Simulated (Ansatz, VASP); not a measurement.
## W in VASP and in Ansatz

Contents of INCAR:

```
ALGO = Normal
EDIFF = 1E-6
ENCUT = 520
GGA = RE
ISIF = 2
ISMEAR = -1
LASPH = True
LCHARG = False
LREAL = False
LWAVE = False
NBANDS = 21
NELM = 100
PREC = Accurate
SIGMA = 0.1
```

The input KPOINTS:

```
k-points
0
Gamma
  11 11 11
```

The input POSCAR:

```
W
1.0
    0.0000000000      2.9672939863      2.9672939863
    2.9672939863      0.0000000000      2.9672939863
    2.9672939863      2.9672939863      0.0000000000
W
2
Direct
    0.1250000000      0.1250000000      0.1250000000
    0.8750000000      0.8750000000      0.8750000000
```

Input for Ansatz:

```yaml
crystal:
  lattice:
    - [0.0, 2.9672939863, 2.9672939863]
    - [2.9672939863, 0.0, 2.9672939863]
    - [2.9672939863, 2.9672939863, 0.0]
  atoms:
    - { symbol: W, position: [0.125, 0.125, 0.125] }
    - { symbol: W, position: [0.875, 0.875, 0.875] }
hamiltonian:
  xc: revpbe
  pseudopotentials:
    kind: paw
    azcp:
      W: "pseudopotentials/W.paw.azcp"
basis:
  ecutwfc: 420
  fft_grid_basis: typed
kpoints:
  mp_grid: { grid: [11, 11, 11], shift: [0, 0, 0] }
magnetization:
  spin_polarized: false
scf:
  occupations: { method: fermi_dirac, width: 0.1 }
  lower_state_search: "off"
output:
  stress: true
```

Alike in both runs: task single point; functional revPBE; k mesh 11 × 11 × 11; occupations fermi-dirac, width 0.1 eV; no spin polarisation.

```csv
,VASP,Ansatz
version,VASP 6.6.1,Ansatz 0.2.0
potentials or method,"VASP PAW PBE potentials, release 64 (W_sv), cutoff 520 eV","plane waves (420 eV) with PAW, scalar-relativistic"
valence electrons in the cell,28,28
```

```csv
,VASP,Ansatz,Ansatz less VASP
pressure (GPa),-3.9,-4.2,-0.31
```

VASP's potentials were made for PBE, not for revPBE.

Neither program's run includes spin-orbit coupling.
